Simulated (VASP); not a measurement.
A run of VASP 6.6.1 is set up as follows.

Contents of POSCAR:

```
B
1.0
   -1.1469503105      1.1469503105      1.1469503105
    1.1469503105     -1.1469503105      1.1469503105
    1.1469503105      1.1469503105     -1.1469503105
B
1
Direct
    0.0000000000      0.0000000000      0.0000000000
```

INCAR.step1

```
PREC = Accurate ; ENCUT = 520
ISMEAR = 0 ; SIGMA = 0.1
LREAL = False ; LASPH = True
NELM = 80 ; NBANDS = 8
GGA = PE ; ALGO = Normal
EDIFF = 1E-4 ; LWAVE = True
LCHARG = False
```

File INCAR.step2:

```
PREC = Accurate ; ENCUT = 520
EDIFF = 1E-6 ; ISMEAR = 0
SIGMA = 0.1 ; LREAL = False
LASPH = True ; NELM = 80
ALGO = Normal ; ISIF = 2
LWAVE = False ; LCHARG = False
METAGGA = R2SCAN ; LMIXTAU = True
NBANDS = 8 ; ISTART = 1
```

Contents of KPOINTS:

```
Automatic mesh
0
Gamma
  34 34 34
```

Potentials or basis: VASP PAW PBE potentials, release 64 (B).

Launch:

```console
$ cat potpaw_PBE.64/B/POTCAR > POTCAR
$ cp INCAR.step1 INCAR
$ mpirun -np 1 vasp_std > vasp.out
$ cp INCAR.step2 INCAR
$ mpirun -np 1 vasp_std > vasp.out
```

Question: What does it give for the pressure?

Answer: -0.2 GPa.

Caveat: the PAW data sets were made with another functional, which shifts forces and pressure a little.
